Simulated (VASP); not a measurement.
# C (R-3m) in VASP: further runs

Runs on C. Level: LDA. Tasks: single point, relaxation of cell and atoms.

All numbers are computed with VASP 6.6.1; they aren't measurements. Logs are shortened: lines on timing, memory, paths and dates and some standing lists are left out, and cuts for length are marked.

### 1 The cell of the first run

Symmetry: R-3m, No. 166, trigonal system. Conventional cell: a = 2.445 Å, b = 2.445 Å, c = 20.704 Å, α = 90.00°, β = 90.00°, γ = 120.00°. Within 1.9 Å of C (site symmetry 3m) lie 3 C at 1.41 Å. Within 1.9 Å of C (site symmetry 3m) lie 3 C at 1.41 Å.

### 2 Single point, LDA

INCAR reads:

```
SYSTEM = C
PREC = Accurate
ENCUT = 520
EDIFF = 1E-6
ISMEAR = 0
SIGMA = 0.01
LREAL = .False.
LASPH = .True.
NELM = 100
ALGO = Normal
ISIF = 2
LWAVE = .False.
LCHARG = .False.
NBANDS = 16
```

KPOINTS reads:

```
Automatic mesh
0
Gamma
  18 18 18
  0 0 0
```

POSCAR reads:

```
C
1.0
    1.2224024651      0.7057543923      6.9013299493
   -1.2224024651      0.7057543923      6.9013299493
    0.0000000000     -1.4115087846      6.9013299493
C
4
Direct
    0.9197374787      0.9197374787      0.9197374787
    0.2530497667      0.2530497667      0.2530497667
    0.7469502333      0.7469502333      0.7469502333
    0.0802625213      0.0802625213      0.0802625213
```

Potentials or basis: VASP PAW LDA potentials, release 64 (C).

The run is started by

```
$ cat potpaw_LDA.64/C/POTCAR > POTCAR
$ mpirun -np 1 vasp_std > vasp.out
```

OUTCAR:

```text
SYSTEM = C
   PREC = Accurate
   ENCUT = 520
   EDIFF = 1E-6
   ISMEAR = 0
   LREAL = .False.
   LASPH = .True.
   NELM = 100
   ISIF = 2

 ion  position               nearest neighbor table
   1  0.920  0.920  0.920-   2 1.41   2 1.41   2 1.41
   2  0.253  0.253  0.253-   1 1.41   1 1.41   1 1.41
   3  0.747  0.747  0.747-   4 1.41   4 1.41   4 1.41
   4  0.080  0.080  0.080-   3 1.41   3 1.41   3 1.41

  LATTYP: Found a trigonal (rhomboedric) cell.
 ALAT       =     7.0441970528
 COS(alpha) =     0.9397724167

  Lattice vectors:

 A1 = (   1.2224024651,   0.7057543923,   6.9013299493)
 A2 = (  -1.2224024651,   0.7057543923,   6.9013299493)
 A3 = (   0.0000000000,  -1.4115087846,   6.9013299493)

Analysis of symmetry for initial positions (statically):
=====================================================================
 Subroutine PRICEL returns:
 Original cell was already a primitive cell.

 Routine SETGRP: Setting up the symmetry group for a
 trigonal (rhombohedral) supercell.

 Subroutine GETGRP returns: Found 12 space group operations
 (whereof 12 operations were pure point group operations)
 out of a pool of 12 trial point group operations.

The static configuration has the point symmetry D_3d.

Analysis of symmetry for dynamics (positions and initial velocities):
=====================================================================
 Subroutine PRICEL returns:
 Original cell was already a primitive cell.

 Routine SETGRP: Setting up the symmetry group for a
 trigonal (rhombohedral) supercell.

 Subroutine GETGRP returns: Found 12 space group operations
 (whereof 12 operations were pure point group operations)
 out of a pool of 12 trial point group operations.

The dynamic configuration has the point symmetry D_3d.

 Subroutine INISYM returns: Found 12 space group operations
 (whereof 12 operations are pure point group operations),
 and found     1 'primitive' translations

----------------------------------------------------------------------------------------

                                     Primitive cell

  volume of cell :      35.7233

  direct lattice vectors                    reciprocal lattice vectors
     1.222402465  0.705754392  6.901329949     0.409030589  0.236153921  0.048299869
    -1.222402465  0.705754392  6.901329949    -0.409030589  0.236153921  0.048299869
     0.000000000 -1.411508785  6.901329949     0.000000000 -0.472307841  0.048299869

  length of vectors
     7.044197053  7.044197053  7.044197053     0.474771075  0.474771075  0.474771075

  position of ions in fractional coordinates (direct lattice)
     0.919737479  0.919737479  0.919737479
     0.253049767  0.253049767  0.253049767
     0.746950233  0.746950233  0.746950233
     0.080262521  0.080262521  0.080262521

  ion indices of the primitive-cell ions
   primitive index   ion index
                 1           1
                 2           2
                 3           3
                 4           4

----------------------------------------------------------------------------------------

 KPOINTS: Automatic mesh

Automatic generation of k-mesh.
 Grid dimensions read from file:
 generate k-points for:   18   18   18

 Generating k-lattice:

  Cartesian coordinates                     Fractional coordinates (reciprocal lattice)
     0.022723922  0.013119662  0.002683326     0.055555556  0.000000000  0.000000000
    -0.022723922  0.013119662  0.002683326     0.000000000  0.055555556  0.000000000
     0.000000000 -0.026239325  0.002683326     0.000000000  0.000000000  0.055555556

  Length of vectors
     0.026376171  0.026376171  0.026376171

  Shift w.r.t. Gamma in fractional coordinates (k-lattice)
     0.000000000  0.000000000  0.000000000

 Subroutine IBZKPT returns following result:
 ===========================================

 Found    580 irreducible k-points:

 Following reciprocal coordinates:
            Coordinates               Weight
  0.000000  0.000000  0.000000      1.000000
  0.055556 -0.000000  0.000000      6.000000
  0.111111 -0.000000  0.000000      6.000000
  0.166667 -0.000000  0.000000      6.000000
  0.222222 -0.000000  0.000000      6.000000
  0.277778 -0.000000 -0.000000      6.000000
[... 16 lines left out ...]
 -0.277778  0.055556 -0.000000     12.000000
 -0.222222  0.055556 -0.000000     12.000000
 [... further k-points ...]
   k-points           NKPTS =    580   k-points in BZ     NKDIM =    580   number of bands    NBANDS=     16
   number of dos      NEDOS =    301   number of ions     NIONS =      4
   total plane-waves  NPLWV = 157464
   dimension x,y,z NGX =    54 NGY =   54 NGZ =   54
   dimension x,y,z NGXF=   108 NGYF=  108 NGZF=  108
   ions per type =               4
   NGX,Y,Z   is equivalent  to a cutoff of  12.74, 12.74, 12.74 a.u.
   NGXF,Y,Z  is equivalent  to a cutoff of  25.49, 25.49, 25.49 a.u.
 SYSTEM =  C
   PREC   = accura    normal or accurate (medium, high low for compatibility)
   ISTART =      0    job   : 0-new  1-cont  2-samecut
   ICHARG =      2    charge: 1-file 2-atom 10-const
   ISPIN  =      1    spin polarized calculation?
   LNONCOLLINEAR =      F non collinear calculations
   LSORBIT =      F    spin-orbit coupling
   LASPH  =      T    aspherical Exc in radial PAW
   ENCUT  =  520.0 eV  38.22 Ry    6.18 a.u.  13.10 13.10 13.10*2*pi/ulx,y,z
   NELM   =    100;   NELMIN=  2; NELMDL= -5     # of ELM steps
   EDIFF  = 0.1E-05   stopping-criterion for ELM
   LREAL  =      F    real-space projection
   EDIFFG = 0.1E-04   stopping-criterion for IOM
   NSW    =      0    number of steps for IOM
   IBRION =     -1    ionic relax: 0-MD 1-quasi-New 2-CG
   NFREE  =      0    steps in history (QN), initial steepest desc. (CG)
   ISIF   =      2    stress and relaxation
   ISYM   =      2    0-nonsym 1-usesym 2-fastsym
   POTIM  = 0.5000    time-step for ionic-motion
   TEBEG  =    0.0;   TEEND  =   0.0 temperature during run
   PSTRESS=    0.0 pullay stress
   NELECT =      16.0000    total number of electrons
   NUPDOWN=      -1.0000    fix difference up-down
   EMIN   =  10.00;   EMAX   =-10.00  energy-range for DOS
   EFERMI =   0.00;   METHOD = LEGACY
   ISMEAR =     0;   SIGMA  =   0.01  broadening in eV -4-tet -1-fermi 0-gaus
   EFERMI_NEDOS =   21; number of points for ismear=-14 and -15
   IALGO  =     38    algorithm
   IMIX   =      4    mixing-type and parameters
     AMIX     =   0.40;   BMIX     =  1.00
     AMIX_MAG =   1.60;   BMIX_MAG =  1.00
  volume/ion in A,a.u.               =       8.93        60.27
  Fermi-wavevector in a.u.,A,eV,Ry     =   1.252557  2.366990 21.346172  1.568899
  Thomas-Fermi vector in A             =   2.386452
   LORBIT       =      0    0 simple, 1 ext, 2 COOP (PROOUT), +10 PAW based schemes
   GGA     = CA    functional components
   LHFCALC =     F    Hartree Fock is set to
   AEXX    =    0.0000 exact exchange contribution
   IVDW    =     0    specifies the selected vdW correction
   LEPSILON=     F    determine dielectric tensor
   LRPA    =     F    only Hartree local field effects (RPA)
 non-spin polarized calculation
 Gauss-broadening in eV      SIGMA  =   0.01
  energy-cutoff  :      520.00
  volume of cell :       35.72
 maximum number of plane-waves:       986
 NGX is ok and might be reduce to    54
   NGX = 27   NGY = 27   NGZ = 27

 number of electron      16.0000000 magnetization

 Free energy of the ion-electron system (eV)
  ---------------------------------------------------
  ext. energy  EPLUGINS =         0.00000000
  ---------------------------------------------------
  free energy    TOTEN  =       -40.42913576 eV

  energy without entropy =      -40.42913576  energy(sigma->0) =      -40.42913576

 E-fermi :   4.4012     XC(G=0): -10.6115

 val. band max:        4.3362383603   @ k =  -0.3333   0.3333   0.0000
 cond. band min:       4.5631427633   @ k =  -0.3333   0.3333   0.0000
 fundamental gap:      0.2269044030
 Fermi energy:         4.4012430634

 k-point     1 :       0.0000    0.0000    0.0000
  band No.  band energies     occupation
      1     -15.1516      2.00000
      2     -14.8851      2.00000
      3      -4.1928      2.00000
      4      -2.3876      2.00000
      5       1.4629      2.00000
      6       1.4629      2.00000
[... 8 lines left out ...]
     15      16.1094      0.00000
     16      16.1194      0.00000

 k-point     2 :       0.0556   -0.0000    0.0000
  band No.  band energies     occupation
      1     -15.0771      2.00000
      2     -14.8123      2.00000
      3      -4.1002      2.00000
      4      -2.3032      2.00000
      5       1.1659      2.00000
      6       1.1753      2.00000
[... 8 lines left out ...]
     15      15.8442      0.00000
     16      15.8683      0.00000

 k-point     3 :       0.1111   -0.0000    0.0000
  band No.  band energies     occupation
      1     -14.8542      2.00000
      2     -14.5943      2.00000
      3      -3.8234      2.00000
      4      -2.0513      2.00000
      5       0.3533      2.00000
      6       0.3742      2.00000
[... 8 lines left out ...]
     15      15.0878      0.00000
     16      15.1596      0.00000

 k-point     4 :       0.1667   -0.0000    0.0000
  band No.  band energies     occupation
      1     -14.4838      2.00000
      2     -14.2320      2.00000
      3      -3.3653      2.00000
      4      -1.6353      2.00000
      5      -0.8185      2.00000
      6      -0.7831      2.00000
[... 8 lines left out ...]
     15      15.4947      0.00000
     16      15.5111      0.00000

 k-point     5 :       0.2222   -0.0000    0.0000
  band No.  band energies     occupation
      1     -13.9680      2.00000
      2     -13.7274      2.00000
      3      -2.7313      2.00000
      4      -2.1961      2.00000
      5      -2.1440      2.00000
      6      -1.0620      2.00000
[... 8 lines left out ...]
     15      17.1678      0.00000
     16      17.1854      0.00000

 k-point     6 :       0.2778   -0.0000   -0.0000
  band No.  band energies     occupation
      1     -13.3097      2.00000
      2     -13.0829      2.00000
      3      -3.6654      2.00000
      4      -3.5950      2.00000
      5      -1.9317      2.00000
      6      -0.8742      2.00000
[... 8 lines left out ...]
     15      19.0335      0.00000
     16      19.0509      0.00000

 k-point     7 :       0.3333   -0.0000   -0.0000
  band No.  band energies     occupation
      1     -12.5136      2.00000
      2     -12.3028      2.00000
      3      -5.1483      2.00000
      4      -5.0586      2.00000
      5      -1.3485      2.00000
      6      -1.3325      2.00000
[... 8 lines left out ...]
     15      19.6339      0.00000
     16      20.9635      0.00000

 k-point     8 :       0.3889   -0.0000    0.0000
  band No.  band energies     occupation
      1     -11.5877      2.00000
      2     -11.3948      2.00000
      3      -6.5910      2.00000
      4      -6.4819      2.00000
      5      -1.7031      2.00000
      6      -1.6874      2.00000
[... 8 lines left out ...]
     15      18.5417      0.00000
     16      20.8317      0.00000

 k-point     9 :       0.4444   -0.0000    0.0000
  band No.  band energies     occupation
      1     -10.5535      2.00000
      2     -10.3806      2.00000
      3      -7.9433      2.00000
      4      -7.8170      2.00000
      5      -1.9216      2.00000
      6      -1.9061      2.00000
[... 8 lines left out ...]
     15      17.4130      0.00000
     16      20.1303      0.00000
[... 172 lines left out ...]
 k-point    19 :       0.5000    0.0556   -0.0000
  band No.  band energies     occupation
      1      -9.9774      2.00000
      2      -9.8263      2.00000
      3      -8.4975      2.00000
      4      -8.3653      2.00000
      5      -2.2173      2.00000
      6      -2.2001      2.00000
[... 8 lines left out ...]
     15      17.3125      0.00000
     16      19.7751      0.00000

 k-point    20 :      -0.4444    0.0556   -0.0000
  band No.  band energies     occupation
      1      -9.9834      2.00000
      2      -9.8200      2.00000
      3      -8.4917      2.00000
      4      -8.3715      2.00000
      5      -2.2177      2.00000
      6      -2.1998      2.00000
[... 8 lines left out ...]
     15      17.3758      0.00000
     16      19.7709      0.00000

 k-point    21 :      -0.3889    0.0556    0.0000
  band No.  band energies     occupation
      1     -11.0329      2.00000
      2     -10.8444      2.00000
      3      -7.2380      2.00000
      4      -7.1273      2.00000
      5      -2.0704      2.00000
      6      -2.0519      2.00000
[... 8 lines left out ...]
     15      17.8867      0.00000
     16      20.2255      0.00000

 k-point    22 :      -0.3333    0.0556    0.0000
  band No.  band energies     occupation
      1     -12.0160      2.00000
      2     -11.8091      2.00000
      3      -5.8413      2.00000
      4      -5.7492      2.00000
      5      -1.7803      2.00000
      6      -1.7613      2.00000
[... 8 lines left out ...]
     15      19.0016      0.00000
     16      20.6325      0.00000

 k-point    23 :      -0.2778    0.0556   -0.0000
  band No.  band energies     occupation
      1     -12.8770      2.00000
      2     -12.6537      2.00000
      3      -4.3863      2.00000
      4      -4.3135      2.00000
      5      -1.4257      2.00000
      6      -1.3585      2.00000
[... 8 lines left out ...]
     15      18.9507      0.00000
     16      19.3641      0.00000

 k-point    24 :      -0.2222    0.0556   -0.0000
  band No.  band energies     occupation
      1     -13.6037      2.00000
      2     -13.3665      2.00000
      3      -2.9247      2.00000
      4      -2.8707      2.00000
      5      -2.2977      2.00000
      6      -0.8244      2.00000
[... 8 lines left out ...]
     15      17.5919      0.00000
     16      17.6898      0.00000

 [... further k-points ...]
[... 5 lines left out ...]
  --------------------------------------------------------------------------------------
  -------------------------------------------------------------------------------------
  Total        0.2750493      0.2750493     -0.0329873     -0.0000000     -0.0000000      0.0000000
  in kB       12.3358541     12.3358541     -1.4794672     -0.0000000     -0.0000000      0.0000000
  external PRESSURE =       7.7307470 kB  Pullay stress =       0.0000000 kB

 VOLUME and BASIS-vectors are now :
 -----------------------------------------------------------------------------
  energy-cutoff  :      520.00
  volume of cell :       35.72
      direct lattice vectors                 reciprocal lattice vectors
     1.222402465  0.705754392  6.901329949     0.409030589  0.236153921  0.048299869
    -1.222402465  0.705754392  6.901329949    -0.409030589  0.236153921  0.048299869
     0.000000000 -1.411508785  6.901329949     0.000000000 -0.472307841  0.048299869

 POSITION                                       TOTAL-FORCE (eV/Angst)
 -----------------------------------------------------------------------------------
      0.00000      0.00000     19.04224         0.000000      0.000000      0.001212
      0.00000      0.00000      5.23914         0.000000     -0.000000     -0.002020
      0.00000      0.00000     15.46485         0.000000      0.000000      0.002020
      0.00000      0.00000      1.66175         0.000000     -0.000000     -0.001212
 -----------------------------------------------------------------------------------
    total drift:                               -0.000000     -0.000000     -0.000000

  FREE ENERGIE OF THE ION-ELECTRON SYSTEM (eV)
  ---------------------------------------------------
  free  energy   TOTEN  =       -40.4291357607 eV

  energy  without entropy=      -40.4291357607  energy(sigma->0) =      -40.42913576
```

Run time: 24 min. Hardware: 1 thread of Intel Xeon Platinum 8375C at 2.90GHz (Ice Lake), shared host; peak memory 0.45 GiB.

What came out:

```
Free energy : -40.4291 eV
Pressure    : 0.8 GPa
```

Forces in eV/Å, atoms in the order of the input:
```
C    0.000  0.000  0.001
C    0.000  0.000 -0.002
C    0.000  0.000  0.002
C    0.000  0.000 -0.001
```

### 3 Relaxation of cell and atoms, LDA

INCAR reads:

```
PREC = Accurate
ENCUT = 600
EDIFF = 1E-6
ISMEAR = 0
SIGMA = 0.01
LREAL = False
LASPH = True
NELM = 100
ALGO = Normal
ISIF = 3
LWAVE = False
LCHARG = False
GGA = CA
IBRION = 2
NSW = 100
EDIFFG = -0.002
```

KPOINTS reads:

```
regular mesh
0
Gamma
  18 18 18
```

POSCAR is that of step 2.

Potentials or basis: VASP PAW LDA potentials, release 64 (C).

The run is started by

```
$ cat potpaw_LDA.64/C/POTCAR > POTCAR
$ mpirun -np 1 vasp_std > vasp.out
```

Wall time 1.8 h (1 thread of Intel Xeon Platinum 8375C at 2.90GHz (Ice Lake), shared host); peak memory 0.51 GiB.

It converged, with:

- Free energy: -40.4430 eV
- Relaxed volume: 8.81 Å³/atom
- Relaxed cell: a = 6.950 Å, b = 6.950 Å, c = 6.950 Å, α = 20.27°, β = 20.27°, γ = 20.27°
- Space group after relaxing (to 0.1 Å): R-3m (No. 166)
- Energy gained by relaxing: 0.2 meV/atom
- Ionic steps: 16
- Pressure after relaxing: 0.0 GPa

The path:
```tsv
step	energy change (eV)	largest force (eV/Å)	pressure (GPa)	volume (Å³)
1	0.0000	0.0019	0.30	35.72
2	0.0003	0.0012	-1.16	35.81
3	-0.0001	0.0011	-0.22	35.75
4	-0.0002	0.0011	-0.18	35.71
5	-0.0004	0.0057	-0.19	35.59
6	-0.0007	0.0147	-0.16	35.36
7	-0.0002	0.0322	-0.07	34.88
8	-0.0007	0.0194	-0.10	35.23
9	-0.0007	0.0174	-0.16	35.28
10	-0.0001	0.0504	1.10	35.11
11	-0.0007	0.0076	0.06	35.25
12	-0.0007	0.0267	-0.15	35.26
13	-0.0007	0.0029	0.01	35.25
14	-0.0007	0.0040	-0.06	35.26
15	-0.0007	0.0020	-0.02	35.26
16	-0.0007	0.0019	-0.01	35.26
```

Final structure:
```
C
1.0
     1.22300    0.70610    6.80453
    -1.22300    0.70610    6.80453
     0.00000   -1.41220    6.80453
C
4
Cartesian
  0.0000 0.0000 18.7749
  0.0000 0.0000 5.1652
  0.0000 0.0000 15.2484
  0.0000 0.0000 1.6387
```
